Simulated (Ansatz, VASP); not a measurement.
## Ir3O4 in VASP and in Ansatz

```xyz
14
Lattice="0.0000 4.2323 4.2323 4.2323 0.0000 4.2323 4.2323 4.2323 0.0000" Properties=species:S:1:pos:R:3 pbc="T T T"
Ir    1.0581    1.0581    1.0581
Ir    7.4066    7.4066    7.4066
Ir    4.2323    4.2323    4.2323
Ir    4.2323    2.1162    2.1162
Ir    2.1162    2.1162    4.2323
Ir    2.1162    4.2323    2.1162
O     2.2376    2.2376    2.2376
O     6.2271    4.3538    4.3538
O     4.1109    4.1109    2.2376
O     4.3538    6.2271    4.3538
O     2.2376    4.1109    4.1109
O     6.2271    6.2271    6.2271
O     4.1109    2.2376    4.1109
O     4.3538    4.3538    6.2271
```

Alike in both runs: functional r2SCAN; k mesh 7 × 7 × 7; occupations fermi-dirac, width 0.0515 eV; no spin polarisation.

Ansatz relaxed the structure, and its values are those at the end. VASP's run is a single point on that final structure, the one shown.

|  | VASP | Ansatz |
| --- | --- | --- |
| version | VASP 6.6.1 | Ansatz 0.2.0 |
| potentials or method | VASP PAW PBE potentials, release 64 (Ir, O), cutoff 520 eV | PAW plane waves |
| valence electrons in the cell | 102 | 150 |

```csv
,VASP,Ansatz,Ansatz less VASP
rms of the force components (eV/Å),0.112,0.003,-0.1091
```

VASP's potentials were made for PBE, not for r2SCAN. One of these differences is far larger than is usual between the two programs; its cause wasn't traced. The functional is the same, so the differences come from potentials, cutoffs and numerics. VASP's potentials hold 102 valence electrons a cell and Ansatz's 150, so a difference there can come from the potentials and not from the codes. Ansatz's warnings: stress scf threshold loose.

Neither program's run includes spin-orbit coupling.
